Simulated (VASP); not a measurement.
Write the native input for VASP 6.6.1 that does the following.

| Property | Result |
| --- | --- |
| Task | single point |
| Functional | PBEsol |
| Potentials or basis | VASP PAW PBE potentials, release 64 (Sc_sv, Al) |
| Cutoff | 520 eV |
| k mesh | 5 × 5 × 5 |
| Occupations | fermi-dirac, width 0.15 eV |
| Spin | no spin polarisation |
| Dipole correction | no |
| Further INCAR settings | ALGO = Normal; EDIFF = 1e-06; NBANDS = 26 |

The structure of ScAl2 lies in POSCAR:

```
ScAl2
1.0
    0.0000000000      3.7902004244      3.7902004244
    3.7902004244      0.0000000000      3.7902004244
    3.7902004244      3.7902004244      0.0000000000
Sc Al
2 4
Direct
    0.5000000000      0.5000000000      0.5000000000
    0.7500000000      0.7500000000      0.7500000000
    0.1250000000      0.1250000000      0.1250000000
    0.6250000000      0.1250000000      0.1250000000
    0.1250000000      0.6250000000      0.1250000000
    0.1250000000      0.1250000000      0.6250000000
```

These files were run (other wordings do the same):

INCAR

```
SYSTEM = ScAl2
  PREC = Accurate
  ENCUT = 520
  EDIFF = 1E-6
  ISMEAR = -1
  SIGMA = 0.15
  LREAL = .FALSE.
  LASPH = .TRUE.
  NELM = 80
  ALGO = Normal
  ISIF = 2
  LWAVE = .FALSE.
  LCHARG = .TRUE.
  GGA = PS
  LELF = .TRUE.
  LVHAR = .TRUE.
  NBANDS = 26
```

KPOINTS

```
regular mesh
0
G
  5 5 5
  0 0 0
```

Potentials or basis: VASP PAW PBE potentials, release 64 (Sc_sv, Al).

Run with:

```bash
$ cat potpaw_PBE.64/Sc_sv/POTCAR potpaw_PBE.64/Al/POTCAR > POTCAR
$ mpirun -np 1 vasp_std > vasp.out
```

Results of the run:

```yaml
Pressure: -1.7 GPa
Band_gap_on_the_k_mesh: zero (band 17 reaches 6.76 eV, above the bottom of band 18 at 4.69 eV)
```

Caveat: the PAW data sets were made with another functional, which shifts forces and pressure a little.

Run time: 34 s on 1 thread of AMD EPYC 7R13 Processor (Zen 3) (shared host), peak memory 0.2 GiB.
